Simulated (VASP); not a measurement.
# La (Fm-3m) in VASP: single point with LDA

Aim: the single point of La with LDA.

Everything below comes from runs of VASP 6.6.1. Logs are shortened: lines on timing, memory, paths and dates and some standing lists are left out, and cuts for length are marked.

### Step 1. The cell of the first run

The structure is cubic, space group Fm-3m (No. 225). The conventional cell has a = 5.037 Å, b = 5.037 Å, c = 5.037 Å, α = 90.00°, β = 90.00°, γ = 90.00°. Within 4.7 Å of La (site symmetry m-3m) lie 12 La at 3.56 Å.

### Step 2. Single point, LDA

Contents of INCAR:

```
SYSTEM = La
ALGO = Normal
EDIFF = 1E-6
ENCUT = 520
GGA = CA
ISIF = 2
ISMEAR = -1
LASPH = .True.
LCHARG = .False.
LREAL = .False.
LWAVE = .False.
NBANDS = 12
NELM = 60
PREC = Accurate
SIGMA = 0.13605693000000002
```

Contents of KPOINTS:

```
k-points
0
Gamma
  11 11 11
  0 0 0
```

Contents of POSCAR:

```
La
1.0
    0.0000000000      2.5185552733      2.5185552733
    2.5185552733      0.0000000000      2.5185552733
    2.5185552733      2.5185552733      0.0000000000
La
1
Direct
    0.0000000000      0.0000000000      0.0000000000
```

Potentials or basis: VASP PAW LDA potentials, release 64 (La).

Started as:

```console
$ cat potpaw_LDA.64/La/POTCAR > POTCAR
$ mpirun -np 1 vasp_std > vasp.out
```

OUTCAR:

```text
SYSTEM = La
   EDIFF = 1E-6
   ENCUT = 520
   GGA = CA
   ISIF = 2
   ISMEAR = -1
   LASPH = .True.
   LREAL = .False.
   NELM = 60
   PREC = Accurate

 ion  position               nearest neighbor table
   1  0.000  0.000  0.000-

  LATTYP: Found a face centered cubic cell.
 ALAT       =     5.0371105466

  Lattice vectors:

 A1 = (   0.0000000000,   2.5185552733,   2.5185552733)
 A2 = (   2.5185552733,   0.0000000000,   2.5185552733)
 A3 = (   2.5185552733,   2.5185552733,   0.0000000000)

Analysis of symmetry for initial positions (statically):
=====================================================================
 Subroutine PRICEL returns:
 Original cell was already a primitive cell.

 Routine SETGRP: Setting up the symmetry group for a
 face centered cubic supercell.

 Subroutine GETGRP returns: Found 48 space group operations
 (whereof 48 operations were pure point group operations)
 out of a pool of 48 trial point group operations.

The static configuration has the point symmetry O_h .

Analysis of symmetry for dynamics (positions and initial velocities):
=====================================================================
 Subroutine PRICEL returns:
 Original cell was already a primitive cell.

 Routine SETGRP: Setting up the symmetry group for a
 face centered cubic supercell.

 Subroutine GETGRP returns: Found 48 space group operations
 (whereof 48 operations were pure point group operations)
 out of a pool of 48 trial point group operations.

The dynamic configuration has the point symmetry O_h .

 Subroutine INISYM returns: Found 48 space group operations
 (whereof 48 operations are pure point group operations),
 and found     1 'primitive' translations

----------------------------------------------------------------------------------------

                                     Primitive cell

  volume of cell :      31.9510

  direct lattice vectors                    reciprocal lattice vectors
     0.000000000  2.518555273  2.518555273    -0.198526515  0.198526515  0.198526515
     2.518555273  0.000000000  2.518555273     0.198526515 -0.198526515  0.198526515
     2.518555273  2.518555273  0.000000000     0.198526515  0.198526515 -0.198526515

  length of vectors
     3.561775025  3.561775025  3.561775025     0.343858010  0.343858010  0.343858010

  position of ions in fractional coordinates (direct lattice)
     0.000000000  0.000000000  0.000000000

  ion indices of the primitive-cell ions
   primitive index   ion index
                 1           1

----------------------------------------------------------------------------------------

 KPOINTS: k-points

Automatic generation of k-mesh.
 Grid dimensions read from file:
 generate k-points for:   11   11   11

 Generating k-lattice:

  Cartesian coordinates                     Fractional coordinates (reciprocal lattice)
    -0.018047865  0.018047865  0.018047865     0.090909091  0.000000000  0.000000000
     0.018047865 -0.018047865  0.018047865     0.000000000  0.090909091  0.000000000
     0.018047865  0.018047865 -0.018047865     0.000000000  0.000000000  0.090909091

  Length of vectors
     0.031259819  0.031259819  0.031259819

  Shift w.r.t. Gamma in fractional coordinates (k-lattice)
     0.000000000  0.000000000  0.000000000

 Subroutine IBZKPT returns following result:
 ===========================================

 Found     56 irreducible k-points:

 Following reciprocal coordinates:
            Coordinates               Weight
  0.000000  0.000000  0.000000      1.000000
  0.090909  0.000000  0.000000      8.000000
  0.181818  0.000000  0.000000      8.000000
  0.272727  0.000000  0.000000      8.000000
  0.363636  0.000000  0.000000      8.000000
  0.454545  0.000000  0.000000      8.000000
[... 16 lines left out ...]
 -0.272727  0.181818  0.000000     24.000000
 -0.181818  0.181818  0.000000     12.000000
 [... further k-points ...]
   k-points           NKPTS =     56   k-points in BZ     NKDIM =     56   number of bands    NBANDS=     12
   number of dos      NEDOS =    301   number of ions     NIONS =      1
   total plane-waves  NPLWV =  21952
   dimension x,y,z NGX =    28 NGY =   28 NGZ =   28
   dimension x,y,z NGXF=    56 NGYF=   56 NGZF=   56
   ions per type =               1
   NGX,Y,Z   is equivalent  to a cutoff of  13.07, 13.07, 13.07 a.u.
   NGXF,Y,Z  is equivalent  to a cutoff of  26.14, 26.14, 26.14 a.u.
 SYSTEM =  La
   PREC   = accura    normal or accurate (medium, high low for compatibility)
   ISTART =      0    job   : 0-new  1-cont  2-samecut
   ICHARG =      2    charge: 1-file 2-atom 10-const
   ISPIN  =      1    spin polarized calculation?
   LNONCOLLINEAR =      F non collinear calculations
   LSORBIT =      F    spin-orbit coupling
   LASPH  =      T    aspherical Exc in radial PAW
   ENCUT  =  520.0 eV  38.22 Ry    6.18 a.u.   6.62  6.62  6.62*2*pi/ulx,y,z
   NELM   =     60;   NELMIN=  2; NELMDL= -5     # of ELM steps
   EDIFF  = 0.1E-05   stopping-criterion for ELM
   LREAL  =      F    real-space projection
   EDIFFG = 0.1E-04   stopping-criterion for IOM
   NSW    =      0    number of steps for IOM
   IBRION =     -1    ionic relax: 0-MD 1-quasi-New 2-CG
   NFREE  =      0    steps in history (QN), initial steepest desc. (CG)
   ISIF   =      2    stress and relaxation
   ISYM   =      2    0-nonsym 1-usesym 2-fastsym
   POTIM  = 0.5000    time-step for ionic-motion
   TEBEG  =    0.0;   TEEND  =   0.0 temperature during run
   PSTRESS=    0.0 pullay stress
   NELECT =      11.0000    total number of electrons
   NUPDOWN=      -1.0000    fix difference up-down
   EMIN   =  10.00;   EMAX   =-10.00  energy-range for DOS
   EFERMI =   0.00;   METHOD = LEGACY
   ISMEAR =    -1;   SIGMA  =   0.14  broadening in eV -4-tet -1-fermi 0-gaus
   EFERMI_NEDOS =   21; number of points for ismear=-14 and -15
   IALGO  =     38    algorithm
   IMIX   =      4    mixing-type and parameters
     AMIX     =   0.40;   BMIX     =  1.00
     AMIX_MAG =   1.60;   BMIX_MAG =  1.00
  volume/ion in A,a.u.               =      31.95       215.62
  Fermi-wavevector in a.u.,A,eV,Ry     =   1.147390  2.168252 17.912109  1.316503
  Thomas-Fermi vector in A             =   2.284070
   LORBIT       =      0    0 simple, 1 ext, 2 COOP (PROOUT), +10 PAW based schemes
   GGA     = CA    functional components
   LHFCALC =     F    Hartree Fock is set to
   AEXX    =    0.0000 exact exchange contribution
   IVDW    =     0    specifies the selected vdW correction
   LEPSILON=     F    determine dielectric tensor
   LRPA    =     F    only Hartree local field effects (RPA)
 non-spin polarized calculation
  energy-cutoff  :      520.00
  volume of cell :       31.95
 maximum number of plane-waves:       883
   NGX = 13   NGY = 13   NGZ = 13

 number of electron      10.9999999 magnetization

 Free energy of the ion-electron system (eV)
  ---------------------------------------------------
  ext. energy  EPLUGINS =         0.00000000
  ---------------------------------------------------
  free energy    TOTEN  =        -5.63488748 eV

  energy without entropy =       -5.53328020  energy(sigma->0) =       -5.58408384

 E-fermi :   9.1812     XC(G=0): -10.3885

 val. band max:        9.1760262847   @ k =  -0.3636   0.3636   0.0909
 cond. band min:       9.2253857058   @ k =  -0.4545   0.1818   0.0000
 fundamental gap:      0.0493594211
 Fermi energy:         9.1812157748

 k-point     1 :       0.0000    0.0000    0.0000
  band No.  band energies     occupation
      1     -23.3986      2.00000
      2      -5.9998      2.00000
      3      -5.9998      2.00000
      4      -5.9998      2.00000
      5       6.1792      2.00000
      6      10.4522      0.00018
      7      10.7869      0.00001
      8      10.7869      0.00001
      9      10.7869      0.00001
     10      11.1027      0.00000
     11      11.1027      0.00000
     12      11.1027      0.00000

 k-point     2 :       0.0909    0.0000    0.0000
  band No.  band energies     occupation
      1     -23.3718      2.00000
      2      -6.2001      2.00000
      3      -6.0223      2.00000
      4      -6.0223      2.00000
      5       6.4825      2.00000
      6      10.0084      0.00457
      7      10.8131      0.00001
      8      10.8131      0.00001
      9      11.0123      0.00000
     10      11.1062      0.00000
     11      11.1062      0.00000
     12      11.2343      0.00000

 k-point     3 :       0.1818    0.0000    0.0000
  band No.  band energies     occupation
      1     -23.2987      2.00000
      2      -6.7038      2.00000
      3      -6.0817      2.00000
      4      -6.0817      2.00000
      5       7.1624      2.00000
      6       9.6673      0.05461
      7      10.8283      0.00001
      8      10.8283      0.00001
      9      10.9122      0.00001
     10      11.1180      0.00000
     11      11.1180      0.00000
     12      11.6130      0.00000

 k-point     4 :       0.2727    0.0000    0.0000
  band No.  band energies     occupation
      1     -23.2005      2.00000
      2      -7.3058      2.00000
      3      -6.1577      2.00000
      4      -6.1577      2.00000
      5       7.5389      1.99999
      6      10.0744      0.00281
      7      10.7553      0.00002
      8      10.7603      0.00002
      9      10.7603      0.00002
     10      11.1346      0.00000
     11      11.1346      0.00000
     12      11.8969      0.00000

 k-point     5 :       0.3636    0.0000    0.0000
  band No.  band energies     occupation
      1     -23.1074      2.00000
      2      -7.8157      2.00000
      3      -6.2260      2.00000
      4      -6.2260      2.00000
      5       7.4560      1.99999
      6      10.6014      0.00006
      7      10.6349      0.00005
      8      10.6349      0.00005
      9      10.9450      0.00000
     10      11.1478      0.00000
     11      11.1478      0.00000
     12      11.8103      0.00000

 k-point     6 :       0.4545    0.0000    0.0000
  band No.  band energies     occupation
      1     -23.0507      2.00000
      2      -8.1034      2.00000
      3      -6.2658      2.00000
      4      -6.2658      2.00000
      5       7.3383      2.00000
      6      10.5115      0.00011
      7      10.5387      0.00009
      8      10.5387      0.00009
      9      11.1547      0.00000
     10      11.1547      0.00000
     11      11.3354      0.00000
     12      11.7406      0.00000

 k-point     7 :       0.0909    0.0909    0.0000
  band No.  band energies     occupation
      1     -23.3628      2.00000
      2      -6.1945      2.00000
      3      -6.0656      2.00000
      4      -6.0656      2.00000
      5       6.5871      2.00000
      6       9.8414      0.01550
      7      10.8681      0.00001
      8      10.8681      0.00001
      9      10.9456      0.00000
     10      11.1745      0.00000
     11      11.1769      0.00000
     12      11.1769      0.00000

 k-point     8 :       0.1818    0.0909    0.0000
  band No.  band energies     occupation
      1     -23.3052      2.00000
      2      -6.5702      2.00000
      3      -6.1419      2.00000
      4      -6.1087      2.00000
      5       7.1729      2.00000
      6       9.4489      0.24526
      7      10.6666      0.00004
      8      10.9231      0.00001
      9      11.0004      0.00000
     10      11.1595      0.00000
     11      11.2279      0.00000
     12      11.4860      0.00000
[... 166 lines left out ...]
 k-point    20 :       0.4545    0.1818    0.0000
  band No.  band energies     occupation
      1     -23.0320      2.00000
      2      -7.8161      2.00000
      3      -6.6124      2.00000
      4      -6.4313      2.00000
      5       8.0141      1.99962
      6       9.2988      0.59284
      7      10.2928      0.00057
      8      11.0027      0.00000
      9      11.2196      0.00000
     10      11.2917      0.00000
     11      11.4653      0.00000
     12      11.6610      0.00000

 k-point    21 :      -0.4545    0.1818    0.0000
  band No.  band energies     occupation
      1     -22.9997      2.00000
      2      -7.9445      2.00000
      3      -6.7358      2.00000
      4      -6.4005      2.00000
      5       8.0921      1.99933
      6       9.2254      0.83909
      7      10.8368      0.00001
      8      10.9121      0.00001
      9      11.1716      0.00000
     10      11.2204      0.00000
     11      11.5222      0.00000
     12      11.7125      0.00000

 k-point    22 :      -0.3636    0.1818    0.0000
  band No.  band energies     occupation
      1     -23.0186      2.00000
      2      -7.8524      2.00000
      3      -6.7845      2.00000
      4      -6.3239      2.00000
      5       8.2995      1.99694
      6       9.2851      0.63565
      7      10.8508      0.00001
      8      10.8522      0.00001
      9      11.1104      0.00000
     10      11.1529      0.00000
     11      11.5203      0.00000
     12      11.7181      0.00000

 k-point    23 :      -0.2727    0.1818    0.0000
  band No.  band energies     occupation
      1     -23.0818      2.00000
      2      -7.5825      2.00000
      3      -6.7223      2.00000
      4      -6.2239      2.00000
      5       8.5445      1.98161
      6       9.5426      0.13119
      7       9.9726      0.00594
      8      10.8517      0.00001
      9      11.0237      0.00000
     10      11.2969      0.00000
     11      11.4481      0.00000
     12      11.7674      0.00000

 k-point    24 :      -0.1818    0.1818    0.0000
  band No.  band energies     occupation
      1     -23.1675      2.00000
      2      -7.2430      2.00000
      3      -6.5299      2.00000
      4      -6.1316      2.00000
      5       8.3885      1.99412
      6       9.2691      0.68788
      7      10.0457      0.00347
      8      10.9113      0.00001
      9      10.9164      0.00001
     10      11.3332      0.00000
     11      11.3447      0.00000
     12      11.7305      0.00000

 [... further k-points ...]
[... 5 lines left out ...]
  --------------------------------------------------------------------------------------
  -------------------------------------------------------------------------------------
  Total        0.0469555      0.0469555      0.0469555      0.0000000      0.0000000     -0.0000000
  in kB        2.3545771      2.3545771      2.3545771      0.0000000      0.0000000     -0.0000000
  external PRESSURE =       2.3545771 kB  Pullay stress =       0.0000000 kB

 VOLUME and BASIS-vectors are now :
 -----------------------------------------------------------------------------
  energy-cutoff  :      520.00
  volume of cell :       31.95
      direct lattice vectors                 reciprocal lattice vectors
     0.000000000  2.518555273  2.518555273    -0.198526515  0.198526515  0.198526515
     2.518555273  0.000000000  2.518555273     0.198526515 -0.198526515  0.198526515
     2.518555273  2.518555273  0.000000000     0.198526515  0.198526515 -0.198526515

 POSITION                                       TOTAL-FORCE (eV/Angst)
 -----------------------------------------------------------------------------------
      0.00000      0.00000      0.00000         0.000000      0.000000      0.000000
 -----------------------------------------------------------------------------------
    total drift:                                0.000000      0.000000      0.000000

  FREE ENERGIE OF THE ION-ELECTRON SYSTEM (eV)
  ---------------------------------------------------
  free  energy   TOTEN  =        -5.6348874842 eV

  energy  without entropy=       -5.5332801953  energy(sigma->0) =       -5.58408384
```

Run time: 18 s. Hardware: 1 thread of Intel Xeon Platinum 8488C (Sapphire Rapids), shared host; peak memory 0.16 GiB.

Results:

* Free energy: -5.6349 eV
* Pressure: 0.2 GPa

Caveat: spin-orbit coupling is left out, which moves the levels of the heavy elements.
